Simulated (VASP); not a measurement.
# In (P6_3/mmc) in VASP: a series of runs

Runs on In. Level: r2SCAN. Tasks: single point.

All numbers are computed with VASP 6.6.1; they aren't measurements. Logs are shortened: lines on timing, memory, paths and dates and some standing lists are left out, and cuts for length are marked.

### Step 1. The cell of the first run

Symmetry: P6_3/mmc, No. 194, hexagonal system. Conventional cell: a = 3.267 Å, b = 3.267 Å, c = 5.397 Å, α = 90.00°, β = 90.00°, γ = 120.00°. Within 4.3 Å of In (site symmetry -6m2) lie 12 In at 3.27 to 3.29 Å.

### Step 2. Single point, r2SCAN

Contents of POSCAR:

```
In
1.0
    3.2673945583      0.0000000000      0.0000000000
   -1.6336972791      2.8296466917      0.0000000000
    0.0000000000      0.0000000000      5.3966798754
In
2
Direct
    0.6666666667      0.3333333333      0.7500000000
    0.3333333333      0.6666666667      0.2500000000
```

Contents of INCAR.step1:

```
SYSTEM = In
PREC = Accurate ; ENCUT = 520
ISMEAR = -1 ; SIGMA = 0.05
LREAL = .False. ; LASPH = .True.
NELM = 80 ; NBANDS = 20
GGA = PE ; ALGO = Normal
EDIFF = 1E-4 ; LWAVE = .True.
LCHARG = .False.
```

Contents of INCAR.step2:

```
SYSTEM = In
PREC = Accurate ; ENCUT = 520
EDIFF = 1E-6 ; ISMEAR = -1
SIGMA = 0.05 ; LREAL = .False.
LASPH = .True. ; NELM = 80
ALGO = Normal ; ISIF = 2
LWAVE = .False. ; LCHARG = .False.
METAGGA = R2SCAN ; LMIXTAU = .True.
NBANDS = 20 ; ISTART = 1
```

Contents of KPOINTS:

```
regular mesh
0
Gamma
  9 9 5
  0 0 0
```

Potentials or basis: VASP PAW PBE potentials, release 64 (In_d).

Run with:

```sh
> cat potpaw_PBE.64/In_d/POTCAR > POTCAR
> cp INCAR.step1 INCAR
> mpirun -np 1 vasp_std > vasp.out
> cp INCAR.step2 INCAR
> mpirun -np 1 vasp_std > vasp.out
```

OUTCAR:

```text
SYSTEM = In
   PREC = Accurate
   ENCUT = 520
   EDIFF = 1E-6
   ISMEAR = -1
   LREAL = .False.
   LASPH = .True.
   NELM = 80
   ISIF = 2
   METAGGA = R2SCAN
   ISTART = 1

 ion  position               nearest neighbor table
   1  0.667  0.333  0.750-   2 3.29   2 3.29   2 3.29   2 3.29   2 3.29   2 3.29
   2  0.333  0.667  0.250-   1 3.29   1 3.29   1 3.29   1 3.29   1 3.29   1 3.29

  LATTYP: Found a hexagonal cell.
 ALAT       =     3.2673945583
 C/A-ratio  =     1.6516768266

  Lattice vectors:

 A1 = (   3.2673945583,   0.0000000000,   0.0000000000)
 A2 = (  -1.6336972791,   2.8296466917,   0.0000000000)
 A3 = (   0.0000000000,   0.0000000000,   5.3966798754)

Analysis of symmetry for initial positions (statically):
=====================================================================
 Subroutine PRICEL returns:
 Original cell was already a primitive cell.

 Routine SETGRP: Setting up the symmetry group for a
 hexagonal supercell.

 Subroutine GETGRP returns: Found 24 space group operations
 (whereof 12 operations were pure point group operations)
 out of a pool of 24 trial point group operations.

The static configuration has the point symmetry D_3d.
 The point group associated with its full space group is D_6h.

Analysis of symmetry for dynamics (positions and initial velocities):
=====================================================================
 Subroutine PRICEL returns:
 Original cell was already a primitive cell.

 Routine SETGRP: Setting up the symmetry group for a
 hexagonal supercell.

 Subroutine GETGRP returns: Found 24 space group operations
 (whereof 12 operations were pure point group operations)
 out of a pool of 24 trial point group operations.

The dynamic configuration has the point symmetry D_3d.
 The point group associated with its full space group is D_6h.

 Subroutine INISYM returns: Found 24 space group operations
 (whereof 12 operations are pure point group operations),
 and found     1 'primitive' translations

----------------------------------------------------------------------------------------

                                     Primitive cell

  volume of cell :      49.8954

  direct lattice vectors                    reciprocal lattice vectors
     3.267394558  0.000000000  0.000000000     0.306054253  0.176700505  0.000000000
    -1.633697279  2.829646692  0.000000000     0.000000000  0.353401010  0.000000000
     0.000000000  0.000000000  5.396679875     0.000000000  0.000000000  0.185299114

  length of vectors
     3.267394558  3.267394558  5.396679875     0.353401010  0.353401010  0.185299114

  position of ions in fractional coordinates (direct lattice)
     0.666666667  0.333333333  0.750000000
     0.333333333  0.666666667  0.250000000

  ion indices of the primitive-cell ions
   primitive index   ion index
                 1           1
                 2           2

----------------------------------------------------------------------------------------

 KPOINTS: regular mesh

Automatic generation of k-mesh.
 Grid dimensions read from file:
 generate k-points for:    9    9    5

 Generating k-lattice:

  Cartesian coordinates                     Fractional coordinates (reciprocal lattice)
     0.034006028  0.019633389  0.000000000     0.111111111  0.000000000  0.000000000
     0.000000000  0.039266779  0.000000000     0.000000000  0.111111111  0.000000000
     0.000000000  0.000000000  0.037059823     0.000000000  0.000000000  0.200000000

  Length of vectors
     0.039266779  0.039266779  0.037059823

  Shift w.r.t. Gamma in fractional coordinates (k-lattice)
     0.000000000  0.000000000  0.000000000

 Subroutine IBZKPT returns following result:
 ===========================================

 Found     36 irreducible k-points:

 Following reciprocal coordinates:
            Coordinates               Weight
  0.000000  0.000000  0.000000      1.000000
  0.111111 -0.000000  0.000000      6.000000
  0.222222 -0.000000  0.000000      6.000000
  0.333333 -0.000000  0.000000      6.000000
  0.444444 -0.000000  0.000000      6.000000
  0.111111  0.111111  0.000000      6.000000
[... 16 lines left out ...]
  0.333333  0.222222  0.200000     24.000000
  0.333333  0.333333  0.200000      4.000000
 [... further k-points ...]
   k-points           NKPTS =     36   k-points in BZ     NKDIM =     36   number of bands    NBANDS=     20
   number of dos      NEDOS =    301   number of ions     NIONS =      2
   total plane-waves  NPLWV =  23040
   dimension x,y,z NGX =    24 NGY =   24 NGZ =   40
   dimension x,y,z NGXF=    48 NGYF=   48 NGZF=   80
   ions per type =               2
   NGX,Y,Z   is equivalent  to a cutoff of  12.21, 12.21, 12.32 a.u.
   NGXF,Y,Z  is equivalent  to a cutoff of  24.42, 24.42, 24.64 a.u.
 SYSTEM =  In
   PREC   = accura    normal or accurate (medium, high low for compatibility)
   ISTART =      1    job   : 0-new  1-cont  2-samecut
   ICHARG =      0    charge: 1-file 2-atom 10-const
   ISPIN  =      1    spin polarized calculation?
   LNONCOLLINEAR =      F non collinear calculations
   LSORBIT =      F    spin-orbit coupling
   LASPH  =      T    aspherical Exc in radial PAW
   ENCUT  =  520.0 eV  38.22 Ry    6.18 a.u.   6.08  6.08 10.03*2*pi/ulx,y,z
   NELM   =     80;   NELMIN=  2; NELMDL=  0     # of ELM steps
   EDIFF  = 0.1E-05   stopping-criterion for ELM
   LREAL  =      F    real-space projection
   EDIFFG = 0.1E-04   stopping-criterion for IOM
   NSW    =      0    number of steps for IOM
   IBRION =     -1    ionic relax: 0-MD 1-quasi-New 2-CG
   NFREE  =      0    steps in history (QN), initial steepest desc. (CG)
   ISIF   =      2    stress and relaxation
   ISYM   =      2    0-nonsym 1-usesym 2-fastsym
   POTIM  = 0.5000    time-step for ionic-motion
   TEBEG  =    0.0;   TEEND  =   0.0 temperature during run
   PSTRESS=    0.0 pullay stress
   NELECT =      26.0000    total number of electrons
   NUPDOWN=      -1.0000    fix difference up-down
   EMIN   =  10.00;   EMAX   =-10.00  energy-range for DOS
   EFERMI =   0.00;   METHOD = LEGACY
   ISMEAR =    -1;   SIGMA  =   0.05  broadening in eV -4-tet -1-fermi 0-gaus
   EFERMI_NEDOS =   21; number of points for ismear=-14 and -15
   IALGO  =     38    algorithm
   IMIX   =      4    mixing-type and parameters
     AMIX     =   0.40;   BMIX     =  1.00
     AMIX_MAG =   1.60;   BMIX_MAG =  1.00
  volume/ion in A,a.u.               =      24.95       168.36
  Fermi-wavevector in a.u.,A,eV,Ry     =   1.317384  2.489495 23.612928  1.735501
  Thomas-Fermi vector in A             =   2.447429
   LORBIT       =      0    0 simple, 1 ext, 2 COOP (PROOUT), +10 PAW based schemes
   METAGGA = R2SCAN    functional components
   LHFCALC =     F    Hartree Fock is set to
   AEXX    =    0.0000 exact exchange contribution
   IVDW    =     0    specifies the selected vdW correction
   LEPSILON=     F    determine dielectric tensor
   LRPA    =     F    only Hartree local field effects (RPA)
 non-spin polarized calculation
  energy-cutoff  :      520.00
  volume of cell :       49.90
 maximum number of plane-waves:      1365
   NGX = 13   NGY = 13   NGZ = 21

 number of electron      26.0000021 magnetization

 Free energy of the ion-electron system (eV)
  ---------------------------------------------------
  ext. energy  EPLUGINS =         0.00000000
  ---------------------------------------------------
  free energy    TOTEN  =       -45.07713164 eV

  energy without entropy =      -45.06686223  energy(sigma->0) =      -45.07199693

 E-fermi :   8.1273     XC(G=0): -11.3448

 val. band max:        8.0883279534   @ k =   0.3333   0.2222   0.2000
 cond. band min:       8.1593162038   @ k =   0.3333   0.3333   0.4000
 fundamental gap:      0.0709882504
 Fermi energy:         8.1272745858

 k-point     1 :       0.0000    0.0000    0.0000
  band No.  band energies     occupation
      1      -7.3453      2.00000
      2      -7.2571      2.00000
      3      -7.2220      2.00000
      4      -7.2220      2.00000
      5      -7.1879      2.00000
      6      -7.1878      2.00000
[... 12 lines left out ...]
     19      19.7809      0.00000
     20      20.3801      0.00000

 k-point     2 :       0.1111   -0.0000    0.0000
  band No.  band energies     occupation
      1      -7.3300      2.00000
      2      -7.2654      2.00000
      3      -7.2021      2.00000
      4      -7.1799      2.00000
      5      -7.1792      2.00000
      6      -7.1481      2.00000
[... 12 lines left out ...]
     19      20.1645      0.00000
     20      21.0061      0.00000

 k-point     3 :       0.2222   -0.0000    0.0000
  band No.  band energies     occupation
      1      -7.3742      2.00000
      2      -7.2396      2.00000
      3      -7.1940      2.00000
      4      -7.1918      2.00000
      5      -7.1550      2.00000
      6      -7.0873      2.00000
[... 12 lines left out ...]
     19      19.2931      0.00000
     20      20.6595      0.00000

 k-point     4 :       0.3333   -0.0000    0.0000
  band No.  band energies     occupation
      1      -7.4437      2.00000
      2      -7.2855      2.00000
      3      -7.2742      2.00000
      4      -7.1947      2.00000
      5      -7.1169      2.00000
      6      -7.0548      2.00000
[... 12 lines left out ...]
     19      18.0744      0.00000
     20      19.7707      0.00000

 k-point     5 :       0.4444   -0.0000    0.0000
  band No.  band energies     occupation
      1      -7.4888      2.00000
      2      -7.3489      2.00000
      3      -7.3033      2.00000
      4      -7.2190      2.00000
      5      -7.0903      2.00000
      6      -7.0679      2.00000
[... 12 lines left out ...]
     19      17.3887      0.00000
     20      19.2378      0.00000
[... 353 lines left out ...]
      6      -7.0058      2.00000
[... 12 lines left out ...]
     19      18.5705      0.00000
     20      18.5982      0.00000

 k-point    22 :       0.2222    0.2222    0.2000
  band No.  band energies     occupation
      1      -7.3326      2.00000
      2      -7.2866      2.00000
      3      -7.2499      2.00000
      4      -7.2390      2.00000
      5      -7.1317      2.00000
      6      -7.0622      2.00000
[... 12 lines left out ...]
     19      17.5240      0.00000
     20      20.5952      0.00000

 k-point    23 :       0.3333    0.2222    0.2000
  band No.  band energies     occupation
      1      -7.3502      2.00000
      2      -7.3095      2.00000
      3      -7.2436      2.00000
      4      -7.1941      2.00000
      5      -7.1522      2.00000
      6      -7.0362      2.00000
[... 12 lines left out ...]
     19      16.6124      0.00000
     20      21.9243      0.00000

 k-point    24 :       0.3333    0.3333    0.2000
  band No.  band energies     occupation
      1      -7.3435      2.00000
      2      -7.2557      2.00000
      3      -7.2557      2.00000
      4      -7.1099      2.00000
      5      -7.1099      2.00000
      6      -7.1076      2.00000
[... 12 lines left out ...]
     19      15.3380      0.00000
     20      23.7404      0.00000

 [... further k-points ...]
[... 5 lines left out ...]
  --------------------------------------------------------------------------------------
  -------------------------------------------------------------------------------------
  Total        0.9607692      0.9607692      0.5612401      0.0000000      0.0000000      0.0000000
  in kB       30.8509978     30.8509978     18.0218289      0.0000000      0.0000000      0.0000000
  external PRESSURE =      26.5746082 kB  Pullay stress =       0.0000000 kB

 VOLUME and BASIS-vectors are now :
 -----------------------------------------------------------------------------
  energy-cutoff  :      520.00
  volume of cell :       49.90
      direct lattice vectors                 reciprocal lattice vectors
     3.267394558  0.000000000  0.000000000     0.306054253  0.176700505  0.000000000
    -1.633697279  2.829646692  0.000000000     0.000000000  0.353401010  0.000000000
     0.000000000  0.000000000  5.396679875     0.000000000  0.000000000  0.185299114

 POSITION                                       TOTAL-FORCE (eV/Angst)
 -----------------------------------------------------------------------------------
      1.63370      0.94322      4.04751        -0.000000      0.000000      0.000000
     -0.00000      1.88643      1.34917         0.000000     -0.000000     -0.000000
 -----------------------------------------------------------------------------------
    total drift:                               -0.000000      0.000000      0.000000

  FREE ENERGIE OF THE ION-ELECTRON SYSTEM (eV)
  ---------------------------------------------------
  free  energy   TOTEN  =       -45.0771316427 eV

  energy  without entropy=      -45.0668622253  energy(sigma->0) =      -45.07199693
```

Wall time 61 s (1 thread of Intel Xeon Platinum 8488C (Sapphire Rapids), shared host); peak memory 0.17 GiB.

What came out:

```yaml
Free_energy: -45.0771 eV
Pressure: 2.7 GPa
Band_gap_on_the_k_mesh: zero (band 13 reaches 10.48 eV, above the bottom of band 14 at 5.95 eV)
```

Caveat: the PAW data sets were made with another functional, which shifts forces and pressure a little; spin-orbit coupling is left out, which moves the levels of the heavy elements.

### Step 3. Single point, r2SCAN

This run uses another cell than the first one, of 25.48 Å³/atom, 1.021 times its volume.

Contents of POSCAR:

```
In
1.0
    3.2904051372      0.0000000000      0.0000000000
   -1.6452025686      2.8495744376      0.0000000000
    0.0000000000      0.0000000000      5.4346859154
In
2
Direct
    0.6666666667      0.3333333333      0.7500000000
    0.3333333333      0.6666666667      0.2500000000
```

Contents of INCAR.step1:

```
SYSTEM = In
PREC = Accurate ; ENCUT = 520
ISMEAR = -1 ; SIGMA = 0.05
LREAL = .FALSE. ; LASPH = .TRUE.
NELM = 80 ; NBANDS = 20
GGA = PE ; ALGO = Normal
EDIFF = 1E-4 ; LWAVE = .TRUE.
LCHARG = .FALSE.
```

Contents of INCAR.step2:

```
SYSTEM = In
PREC = Accurate ; ENCUT = 520
EDIFF = 1E-6 ; ISMEAR = -1
SIGMA = 0.05 ; LREAL = .FALSE.
LASPH = .TRUE. ; NELM = 80
ALGO = Normal ; ISIF = 2
LWAVE = .FALSE. ; LCHARG = .TRUE.
METAGGA = R2SCAN ; LMIXTAU = .TRUE.
LELF = .TRUE. ; LVHAR = .TRUE.
NBANDS = 20 ; ISTART = 1
```

Contents of KPOINTS:

```
Automatic mesh
0
G
  9 9 5
  0 0 0
```

Potentials or basis: VASP PAW PBE potentials, release 64 (In_d).

Run with:

```sh
> cat potpaw_PBE.64/In_d/POTCAR > POTCAR
> cp INCAR.step1 INCAR
> mpirun -np 1 vasp_std > vasp.out
> cp INCAR.step2 INCAR
> mpirun -np 1 vasp_std > vasp.out
```

Wall time 70 s (1 thread of Intel Xeon Platinum 8488C (Sapphire Rapids), shared host); peak memory 0.17 GiB.

Results (log left out):

| Item | Value |
| --- | --- |
| Free energy | -45.0920 eV |
| Pressure | 1.5 GPa |
| Band gap on the k mesh | zero (band 13 reaches 10.18 eV, above the bottom of band 14 at 5.74 eV) |

Stress tensor (GPa, compression positive):
```
1.89 0.00 0.00
0.00 1.89 0.00
0.00 0.00 0.87
```

Levels at points of the mesh, in eV from the Fermi level:
```csv
k point,band 10,band 11,band 12,band 13,band 14,band 15,band 16,band 17
"(0.00, 0.00, 0.00)",-15.00,-10.32,-4.71,-3.84,9.09,9.09,11.03,11.03
```

Caveat: the PAW data sets were made with another functional, which shifts forces and pressure a little; spin-orbit coupling is left out, which moves the levels of the heavy elements.
